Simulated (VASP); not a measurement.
SiO2 (Cristobalite):

```
CELL_PARAMETERS angstrom
5.08370 0.00000 0.00000
0.00000 5.08370 0.00000
0.00000 0.00000 7.10088
ATOMIC_POSITIONS crystal
Si 0.29386 0.29386 0.00000
Si 0.20614 0.79386 0.25000
Si 0.70614 0.70614 0.50000
Si 0.79386 0.20614 0.75000
O 0.24118 0.09345 0.17423
O 0.40655 0.74118 0.42423
O 0.75882 0.90655 0.67423
O 0.59345 0.25882 0.92423
O 0.74118 0.40655 0.57577
O 0.90655 0.75882 0.32577
O 0.25882 0.59345 0.07577
O 0.09345 0.24118 0.82577
```

- Program: VASP 6.6.1
- Task: relaxation of cell and atoms
- Functional: LDA
- Potentials or basis: VASP PAW LDA potentials, release 64 (Si, O)
- Cutoff: 600 eV
- k mesh: 4 × 4 × 4
- Occupations: fermi-dirac, width 0.02 eV
- Spin: no spin polarisation

At the start: pressure -5.5 GPa; volume 15.29 Å³/atom.

Task: How do energy, volume and symmetry change on relaxing?

Result: Over 42 steps the energy falls by 11.6 meV/atom and the volume is 13.85 Å³/atom (-9.4 %); space group P4_12_12 (No. 92, to 0.05 Å).

Step by step:
```tsv
step	energy change (eV)	largest force (eV/Å)	pressure (GPa)	volume (Å³)
1	0.0000	0.3121	-5.47	183.52
3	-0.1091	0.0372	-0.10	177.81
5	-0.1096	0.0502	0.01	177.60
7	-0.1100	0.1108	0.00	177.40
9	-0.1105	0.1067	-0.01	177.30
11	-0.1127	0.0933	-0.07	176.90
13	-0.1180	0.1181	-0.34	175.29
15	-0.1187	0.1308	-0.49	174.52
17	-0.1237	0.2149	0.49	171.70
19	-0.1287	0.1432	0.69	170.19
21	-0.1348	0.0535	0.53	167.86
23	-0.1364	0.0140	-0.13	167.74
25	-0.1370	0.0798	-0.09	167.42
27	-0.1375	0.0641	-0.03	167.21
29	-0.1385	0.0257	0.23	166.27
31	-0.1386	0.0178	0.10	166.36
33	-0.1387	0.0168	-0.02	166.38
35	-0.1387	0.0125	-0.04	166.37
37	-0.1388	0.0078	0.01	166.22
39	-0.1388	0.0078	0.04	166.16
41	-0.1388	0.0069	0.00	166.17
42	-0.1388	0.0050	-0.03	166.18
```

Final structure:
```
Si O
1.0
     4.93059    0.00000    0.00000
     0.00000    4.93059    0.00000
     0.00000    0.00000    6.83577
Si O
4 8
Direct
  0.30673 0.30673 0.00000
  0.19327 0.80673 0.25000
  0.69327 0.69327 0.50000
  0.80673 0.19327 0.75000
  0.23652 0.11746 0.18523
  0.38254 0.73652 0.43523
  0.76348 0.88254 0.68523
  0.61746 0.26348 0.93523
  0.73652 0.38254 0.56477
  0.88254 0.76348 0.31477
  0.26348 0.61746 0.06477
  0.11746 0.23652 0.81477
```
